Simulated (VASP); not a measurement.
Wanted: the native input for a VASP 6.6.1 run.

```
Task                   : single point
Functional             : BLYP
Potentials or basis    : VASP PAW PBE potentials, release 64 (Yb)
Cutoff                 : 520 eV
k mesh                 : 17 × 17 × 17
Occupations            : fermi-dirac, width 0.05 eV
Spin                   : collinear spin, ferromagnetic start
Starting moments       : [1.0] μB
Dipole correction      : no
Further INCAR settings : ALGO = Normal; EDIFF = 1e-06; NBANDS = 22
```

The structure of Yb lies in POSCAR:

```
Yb
1.0
    0.0000000000      2.5780297817      2.5780297817
    2.5780297817      0.0000000000      2.5780297817
    2.5780297817      2.5780297817      0.0000000000
Yb
1
Direct
    0.0000000000      0.0000000000      0.0000000000
```

One way to write it, as run:

INCAR

```
SYSTEM = Yb
PREC = Accurate ; ENCUT = 520
EDIFF = 1E-6 ; ISMEAR = -1
SIGMA = 0.05 ; LREAL = .False.
LASPH = .True. ; NELM = 150
ALGO = Normal ; ISIF = 2
LWAVE = .False. ; LCHARG = .False.
ISPIN = 2 ; MAGMOM = 1
LORBIT = 11 ; LMAXMIX = 6
GGA = B5 ; ALDAX = 1.0
AGGAX = 1.0 ; AGGAC = 1.0
ALDAC = 0.0 ; NBANDS = 22
```

KPOINTS

```
regular mesh
0
Gamma
  17 17 17
  0 0 0
```

Potentials or basis: VASP PAW PBE potentials, release 64 (Yb).

The run is started by

```console
$ cat potpaw_PBE.64/Yb/POTCAR > POTCAR
$ mpirun -np 1 vasp_std > vasp.out
```

Results of the run:

The pressure is 1.1 GPa, the band gap on the k mesh is zero (filled and empty bands overlap) and the net moment is 0.00 μB per cell. The valence electrons inside the program's atomic spheres are Yb 22.12.

Caveat: the PAW data sets were made with another functional, which shifts forces and pressure a little; spin-orbit coupling is left out, which moves the levels of the heavy elements.

Run time: 4.2 min on 1 thread of Intel(R) Xeon(R) 6975P-C (Granite Rapids), with other jobs on the host, peak memory 0.34 GiB.
